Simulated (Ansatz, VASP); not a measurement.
One calculation of AlNi3, two programs

The input INCAR:

```
SYSTEM = AlNi3
PREC = Accurate ; ENCUT = 600
EDIFF = 1E-6 ; ISMEAR = 0
SIGMA = 0.1 ; LREAL = .FALSE.
LASPH = .TRUE. ; NELM = 60
ALGO = Fast ; ISIF = 3
LWAVE = .FALSE. ; LCHARG = .FALSE.
GGA = PS ; IBRION = 2
NSW = 80 ; EDIFFG = -0.01
```

The input KPOINTS:

```
regular mesh
0
G
  14 14 14
  0 0 0
```

The input POSCAR:

```
AlNi3
1.0
    0.0000000000      2.8018887551      2.8018887551
    2.8018887551      0.0000000000      2.8018887551
    2.8018887551      2.8018887551      0.0000000000
Al Ni
1 3
Direct
    0.5000000000      0.5000000000      0.5000000000
    0.2500000000      0.2500000000      0.2500000000
    0.0000000000      0.0000000000      0.0000000000
    0.7500000000      0.7500000000      0.7500000000
```

Input for Ansatz:

```yaml
crystal:
  lattice:
    - [0.0, 2.8018887551, 2.8018887551]
    - [2.8018887551, 0.0, 2.8018887551]
    - [2.8018887551, 2.8018887551, 0.0]
  atoms:
    - { symbol: Al, position: [0.5, 0.5, 0.5] }
    - { symbol: Ni, position: [0.25, 0.25, 0.25] }
    - { symbol: Ni, position: [0.0, 0.0, 0.0] }
    - { symbol: Ni, position: [0.75, 0.75, 0.75] }
basis:
  ecutwfc: 420
kpoints:
  mp_grid: { grid: [14, 14, 14] }
hamiltonian:
  xc: pbesol
scf:
  occupations: { method: gaussian, width: 0.1 }
output:
  forces: true
  stress: true
  eigenvalues: true
relax:
  adjacent_minimum: "off"
  f_tol: 0.01
  max_steps: 60
  cell: { stress_tol: 0.05 }
```

Alike in both runs: task relaxation of cell and atoms; functional PBEsol; k mesh 14 × 14 × 14; occupations gaussian, width 0.1 eV; no spin polarisation.

|  | VASP | Ansatz |
| --- | --- | --- |
| version | VASP 6.6.1 | Ansatz 0.2.0 |
| potentials or method | VASP PAW PBE potentials, release 64 (Al, Ni), cutoff 600 eV | scalar-relativistic, plane waves, PAW |
| valence electrons in the cell | 33 | 57 |

```tsv
	VASP	Ansatz	Ansatz less VASP
gap on the k mesh at the Fermi level, each at its own relaxed structure (eV)	none	none	-
relaxed volume (Å³/atom)	10.97	10.96	-0.011
relaxed cell length with the largest relative difference (Å)	3.959	3.958	-0.0014
```

VASP's potentials were made for PBE, not for PBEsol. A gap of «none» marks a metal or a gap that the smearing closes. VASP's potentials hold 33 valence electrons a cell and Ansatz's 57, so a difference there can come from the potentials and not from the codes.
